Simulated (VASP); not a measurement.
# Zn4HO4 in VASP: single point with PBEsol

Aim: the single point of Zn4HO4 with PBEsol.

Everything below comes from runs of VASP 6.6.1. Logs are shortened: lines on timing, memory, paths and dates and some standing lists are left out, and cuts for length are marked.

### Step 1. The cell of the first run

The cell holds a slab with vacuum, 9 atoms: a = 3.230 Å, b = 3.230 Å, c = 27.453 Å, α = 90.00°, β = 90.00°, γ = 120.00°.

### Step 2. Single point, PBEsol, collinear spin

Contents of INCAR:

```
SYSTEM = Zn4HO4
PREC     = Accurate       ! precision mode
ENCUT    = 520            ! plane-wave cutoff, eV
EDIFF    = 1E-6           ! SCF threshold, eV
ISMEAR   = 0              ! smearing method
SIGMA    = 0.05           ! smearing width, eV
LREAL    = .False.        ! projectors in reciprocal space
LASPH    = .True.         ! aspherical terms in the spheres
NELM     = 150            ! most SCF steps
ALGO     = Normal         ! electronic algorithm
ISIF     = 2              ! what is computed and relaxed
LWAVE    = .False.        ! write WAVECAR
LCHARG   = .True.         ! write CHGCAR
ISPIN    = 2              ! spin polarisation
MAGMOM   = 0 0 0 0 0 0 0 0 1 ! initial moments
LORBIT   = 11             ! projections on sites
LDIPOL   = .True.       
IDIPOL   = 3            
DIPOL    = 0.5 0.5 0.480
GGA      = PS             ! functional
LELF     = .True.         ! ELF
LVHAR    = .True.       
LVACPOTAV= .True.       
NBANDS   = 50             ! bands
```

Contents of KPOINTS:

```
regular mesh
0
Gamma
  9 9 1
  0 0 0
```

Contents of POSCAR:

```
Zn4HO4
1.0
    3.2300235058      0.0000000000      0.0000000000
   -1.6150117529      2.7972824109      0.0000000000
    0.0000000000      0.0000000000     27.4527337477
O Zn H
4 4 1
Direct
    0.3333333333      0.6666666667      0.3096230808
    0.6666666667      0.3333333333      0.4045917157
    0.3333333333      0.6666666667      0.4990724609
    0.6666666667      0.3333333333      0.6305714697
    0.6666666667      0.3333333333      0.3326185251
    0.3333333333      0.6666666667      0.4275871599
    0.6666666667      0.3333333333      0.5268284517
    0.3333333333      0.6666666667      0.6268446368
    0.0000000000      0.0000000000      0.5582645175
```

Potentials or basis: VASP PAW PBE potentials, release 64 (O, Zn, H).

Launch:

```
> cat potpaw_PBE.64/O/POTCAR potpaw_PBE.64/Zn/POTCAR potpaw_PBE.64/H/POTCAR > POTCAR
> mpirun -np 1 vasp_std > vasp.out
```

OUTCAR:

```text
SYSTEM = Zn4HO4
   PREC = Accurate
   ENCUT = 520
   EDIFF = 1E-6
   ISMEAR = 0
   LREAL = .False.
   LASPH = .True.
   NELM = 150
   ISIF = 2
   ISPIN = 2
   LORBIT = 11
   GGA = PS

 ion  position               nearest neighbor table
   1  0.333  0.667  0.310-   5 1.97   5 1.97   5 1.97
   2  0.667  0.333  0.405-   6 1.97   6 1.97   6 1.97   5 1.98
   3  0.333  0.667  0.499-   6 1.96   7 2.01   7 2.01   7 2.01
   4  0.667  0.333  0.631-   8 1.87   8 1.87   8 1.87
   5  0.667  0.333  0.333-   1 1.97   1 1.97   1 1.97   2 1.98
   6  0.333  0.667  0.428-   3 1.96   2 1.97   2 1.97   2 1.97
   7  0.667  0.333  0.527-   3 2.01   3 2.01   3 2.01
   8  0.333  0.667  0.627-   4 1.87   4 1.87   4 1.87
   9  0.000  0.000  0.558-

  LATTYP: Found a hexagonal cell.
 ALAT       =     3.2300235058
 C/A-ratio  =     8.4992365221

  Lattice vectors:

 A1 = (   3.2300235058,   0.0000000000,   0.0000000000)
 A2 = (  -1.6150117529,   2.7972824109,   0.0000000000)
 A3 = (   0.0000000000,   0.0000000000,  27.4527337477)

Analysis of symmetry for initial positions (statically):
=====================================================================
 Subroutine PRICEL returns:
 Original cell was already a primitive cell.

 Routine SETGRP: Setting up the symmetry group for a
 hexagonal supercell.

 Subroutine GETGRP returns: Found  6 space group operations
 (whereof  6 operations were pure point group operations)
 out of a pool of 24 trial point group operations.

The static configuration has the point symmetry C_3v.

Analysis of symmetry for dynamics (positions and initial velocities):
=====================================================================
 Subroutine PRICEL returns:
 Original cell was already a primitive cell.

 Routine SETGRP: Setting up the symmetry group for a
 hexagonal supercell.

 Subroutine GETGRP returns: Found  6 space group operations
 (whereof  6 operations were pure point group operations)
 out of a pool of 24 trial point group operations.

The dynamic configuration has the point symmetry C_3v.

Analysis of structural, dynamic, and magnetic symmetry:
=====================================================================
 Subroutine PRICEL returns:
 Original cell was already a primitive cell.

 Routine SETGRP: Setting up the symmetry group for a
[... 154 lines left out ...]
  ---------------------------------------------------
  free energy    TOTEN  =       -38.49957989 eV

  energy without entropy =      -38.49217082  energy(sigma->0) =      -38.49587536

 E-fermi :  -3.5881     XC(G=0):  -4.8921

 val. band max:       -3.6210987989   @ k =   0.1111   0.0000   0.0000
 cond. band min:      -3.5864083642   @ k =   0.1111   0.1111   0.0000
 fundamental gap:      0.0346904348
 Fermi energy:        -3.5880648950

 spin component 1

 k-point     1 :       0.0000    0.0000    0.0000
  band No.  band energies     occupation
      1     -21.7498      1.00000
      2     -21.5929      1.00000
      3     -21.3561      1.00000
      4     -20.2372      1.00000
      5     -10.7598      1.00000
      6     -10.1981      1.00000
[... 601 lines left out ...]
     47       5.7605      0.00000
     48       6.6230      0.00000
 Fermi energy:        -3.5880648950

 spin component 2

 k-point     1 :       0.0000    0.0000    0.0000
  band No.  band energies     occupation
      1     -21.6702      1.00000
      2     -21.5528      1.00000
      3     -21.2728      1.00000
      4     -19.9902      1.00000
      5     -10.6784      1.00000
      6     -10.1882      1.00000
[... 601 lines left out ...]
     47       5.8383      0.00000
     48       6.6576      0.00000
 [bands above 48 left out]

------------------------ aborting loop because EDIFF is reached ----------------------------------------

  FORCE on cell =-STRESS in cart. coord.  units (eV):
  Direction    XX          YY          ZZ          XY          YZ          ZX
  --------------------------------------------------------------------------------------
  -------------------------------------------------------------------------------------
  Total       -1.8211013     -1.8211013     -0.2634762      0.0000000     -0.0000000      0.0000000
  in kB      -11.7629728    -11.7629728     -1.7018620      0.0000000     -0.0000000      0.0000000
  external PRESSURE =      -8.4092692 kB  Pullay stress =       0.0000000 kB

 VOLUME and BASIS-vectors are now :
 -----------------------------------------------------------------------------
  energy-cutoff  :      520.00
  volume of cell :      248.04
      direct lattice vectors                 reciprocal lattice vectors
     3.230023506  0.000000000  0.000000000     0.309595270  0.178744913  0.000000000
    -1.615011753  2.797282411  0.000000000     0.000000000  0.357489825  0.000000000
     0.000000000  0.000000000 27.452733748     0.000000000  0.000000000  0.036426245

 POSITION                                       TOTAL-FORCE (eV/Angst)
 -----------------------------------------------------------------------------------
     -0.00000      1.86485      8.50000         0.000000     -0.000000      1.194498
      1.61501      0.93243     11.10715         0.000000     -0.000000      0.281269
     -0.00000      1.86485     13.70090         0.000000     -0.000000      0.005765
      1.61501      0.93243     17.31091        -0.000000      0.000000      0.020337
      1.61501      0.93243      9.13129        -0.000000      0.000000     -1.416640
     -0.00000      1.86485     11.73844        -0.000000     -0.000000     -0.122687
      1.61501      0.93243     14.46288        -0.000000     -0.000000      0.040992
     -0.00000      1.86485     17.20860         0.000000     -0.000000     -0.007147
      0.00000      0.00000     15.32589         0.000000     -0.000000      0.003614
 -----------------------------------------------------------------------------------
    total drift:                                0.000004     -0.000002      0.001073

  FREE ENERGIE OF THE ION-ELECTRON SYSTEM (eV)
  ---------------------------------------------------
  free  energy   TOTEN  =       -38.4995798899 eV

  energy  without entropy=      -38.4921708210  energy(sigma->0) =      -38.49587536

 vacuum level on the upper side and lower side of the slab         1.690         4.461

 total charge

# of ion       s       p       d       tot
------------------------------------------
    1        1.563   3.327   0.000   4.890
    2        1.549   3.433   0.000   4.982
    3        1.562   3.400   0.000   4.962
    4        1.546   3.452   0.000   4.998
    5        0.477   0.501   9.840  10.818
    6        0.470   0.507   9.893  10.870
    7        0.457   0.435   9.828  10.721
    8        0.515   0.529   9.894  10.938
    9        0.456   0.007   0.000   0.463
--------------------------------------------------
tot          8.595  15.591  39.455  63.641

 magnetization (x)

# of ion       s       p       d       tot
------------------------------------------
    1        0.002   0.147   0.000   0.149
    2        0.001   0.044   0.000   0.044
    3        0.001   0.055   0.000   0.056
    4        0.001   0.022   0.000   0.023
    5       -0.005   0.002   0.048   0.045
    6       -0.002   0.000   0.012   0.011
    7       -0.002  -0.000   0.013   0.011
    8       -0.001  -0.000   0.003   0.002
    9        0.033   0.000   0.000   0.033
--------------------------------------------------
tot          0.027   0.270   0.076   0.373
```

stdout:

```text
POSCAR found type information on POSCAR O ZnH
 POSCAR found :  3 types and       9 ions
 scaLAPACK will be used
 -----------------------------------------------------------------------------
[... 23 lines left out ...]
|     Did not find any points to average over, which means that no vacuum     |
|     field-free region was found. Please increase the size of  your cell     |
|     in the dimension of the dipole correction to obtain accurate            |
|     workfunction values.                                                    |
|                                                                             |
 -----------------------------------------------------------------------------
```

Run time: 22 min. Hardware: 1 thread of Intel Xeon Platinum 8259CL at 2.50GHz (Skylake/Cascade Lake), shared host; peak memory 0.57 GiB.

Results:

```yaml
Free_energy: -38.4996 eV
Largest_force: 1.417 eV/Å
Net_moment: 0.45 μB per cell
Site_moments: O +0.15, +0.04, +0.06, +0.02; Zn +0.04, +0.01, +0.00 (each value once); H +0.03 μB
Valence_electrons_inside_the_program's_atomic_spheres: O 4.89, 4.98, 4.96, 5.00; Zn 10.82, 10.87, 10.72, 10.94; H 0.46
```

Forces on the atoms (eV/Å):
```
O    0.000  0.000  1.194
O    0.000  0.000  0.281
O    0.000  0.000  0.006
O    0.000  0.000  0.020
Zn   0.000  0.000 -1.417
Zn   0.000  0.000 -0.123
Zn   0.000  0.000  0.041
Zn   0.000  0.000 -0.007
H    0.000  0.000  0.004
```

Levels at points of the mesh, in eV from the Fermi level:
Spin up:
| k point | band 35 | band 36 | band 37 | band 38 | band 39 | band 40 |
| --- | --- | --- | --- | --- | --- | --- |
| (0.00, 0.00, 0.00) | -0.11 | 0.23 | 0.23 | 1.93 | 2.67 | 4.35 |
Spin down:
```csv
k point,band 34,band 35,band 36,band 37,band 38,band 39
"(0.00, 0.00, 0.00)",-0.19,0.08,0.45,0.45,1.98,2.73
```

Caveat: a moment this small can come from the mesh or the smearing; the PAW data sets were made with another functional, which shifts forces and pressure a little.
